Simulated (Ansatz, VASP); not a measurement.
# Os: VASP beside Ansatz

The input INCAR:

```
SYSTEM = Os
ALGO = Normal
EDIFF = 1E-6
ENCUT = 520
GGA = PE
ISIF = 2
ISMEAR = -1
LASPH = .TRUE.
LCHARG = .TRUE.
LELF = .TRUE.
LREAL = .FALSE.
LVHAR = .TRUE.
LWAVE = .FALSE.
NBANDS = 15
NELM = 60
PREC = Accurate
SIGMA = 0.05
```

Contents of KPOINTS:

```
k-points
0
G
  15 15 9
  0 0 0
```

File POSCAR:

```
Os
1.0
    2.6971481488      0.0000000000      0.0000000000
   -1.3485740745      2.3357988147      0.0000000000
    0.0000000000      0.0000000000      4.2613185190
Os
2
Direct
    0.3333333333      0.6666666667      0.2500000000
    0.6666666667      0.3333333333      0.7500000000
```

Input for Ansatz:

```yaml
crystal:
  lattice:
    - [2.6971481488, 0.0, 0.0]
    - [-1.3485740745, 2.3357988147, 0.0]
    - [0.0, 0.0, 4.261318519]
  atoms:
    - { symbol: Os, position: [0.3333333333, 0.6666666667, 0.25] }
    - { symbol: Os, position: [0.6666666667, 0.3333333333, 0.75] }
kpoints:
  mp_grid: { grid: [15, 15, 9] }
  band_path:
    path:
      - [0.0, 0.0, 0.0]
      - [0.5, 0.0, 0.0]
      - [0.3333333333, 0.3333333333, 0.0]
      - [0.0, 0.0, 0.0]
      - [0.0, 0.0, 0.5]
      - [0.5, 0.0, 0.5]
      - [0.3333333333, 0.3333333333, 0.5]
      - [0.0, 0.0, 0.5]
      - [0.5, 0.0, 0.5]
    npoints: 5
scf:
  occupations: { method: fermi_dirac, width: 0.05 }
hamiltonian:
  xc: pbe
  pseudopotentials: { kind: all_electron, lapw: { basis_error: 0.0005 } }
output:
  forces: true
  stress: true
  eigenvalues: true
```

Change from the starting cell: volume scaled by 0.96.

Alike in both runs: task single point; functional PBE; k mesh 15 × 15 × 9; occupations fermi-dirac, width 0.05 eV; no spin polarisation.

```csv
,VASP,Ansatz
version,VASP 6.6.1,Ansatz 0.2.0
potentials or method,"VASP PAW PBE potentials, release 64 (Os), cutoff 520 eV","all-electron LAPW, scalar-relativistic"
```

Ansatz gave:

* pressure (GPa): 28.3
* traceless stress, the component that is largest in VASP (GPa): 1.49

Problem. Which values does VASP return?

Solution. Pressure (GPa): 28.9; traceless stress, the component that is largest in VASP (GPa): 1.41.

Both programs put the cell under a high pressure, so it lies far from rest at this level. Ansatz ran all-electron here, and VASP with PAW potentials.

Spin-orbit coupling is off throughout.
